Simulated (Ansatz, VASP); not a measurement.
SnO2: VASP and Ansatz over several settings

```
Sn O
1.0
     0.00000    2.57415    2.57415
     2.57415    0.00000    2.57415
     2.57415    2.57415    0.00000
Sn O
1 2
Direct
  0.00000 0.00000 0.00000
  0.75000 0.75000 0.75000
  0.25000 0.25000 0.25000
```

Single points on this cell with VASP 6.6.1 and Ansatz 0.2.0. Each row is one pair of runs. Alike in all rows: spin: off; smearing: fermi-dirac, width 0.05 eV.

| level | k mesh | VASP's potentials, cutoff | Ansatz's potentials, cutoff | gap on the k mesh at the Fermi level (eV), VASP | gap on the k mesh at the Fermi level (eV), Ansatz | pressure (GPa), VASP | pressure (GPa), Ansatz |
| --- | --- | --- | --- | --- | --- | --- | --- |
| r2SCAN | 9 × 9 × 9 | VASP PAW PBE potentials, release 64 (Sn_d, O), 520 eV | Ansatz PAW, 500 eV | 0.45 | 0.43 | -8.6 | -9.7 |
| LDA | 9 × 9 × 9 | VASP PAW LDA potentials, release 64 (Sn_d, O), 520 eV | Ansatz PAW, 420 eV | none | ? | -11.5 | ? |
| PBEsol | 9 × 9 × 9 | VASP PAW PBE potentials, release 64 (Sn_d, O), 520 eV | Ansatz PAW, 420 eV | none | none | -6.5 | -7.0 |
| r2SCAN0 | 5 × 5 × 5 | VASP PAW PBE potentials, release 64 (Sn_d, O), 520 eV | Ansatz PAW, 500 eV | 2.42 | 2.38 | -16.6 | -17.7 |
| r2SCANh | 5 × 5 × 5 | VASP PAW PBE potentials, release 64 (Sn_d, O), 520 eV | Ansatz PAW, 500 eV | 1.24 | 1.21 | -12.0 | -13.0 |
| PBE-based screened hybrid | 5 × 5 × 5 | VASP PAW PBE potentials, release 64 (Sn_d, O), 520 eV | Ansatz PAW, 420 eV | 0.56 | 0.58 | -8.5 | -9.3 |

**Question.** Fill in what Ansatz gave in row 2.

**Answer.** gap on the k mesh at the Fermi level (eV): none; pressure (GPa): -12.2.

A gap of «none» marks a metal or a gap that the smearing closes.

The k mesh is coarse in some rows, so the values compare programs but aren't converged. Noted on Ansatz's runs: odd divisions of the mesh miss points on the zone boundary, where band edges often lie, so the gap on the mesh can be too wide; Pulay correction over one GPa.

A gap of «none» marks a metal or a gap under the smearing width.
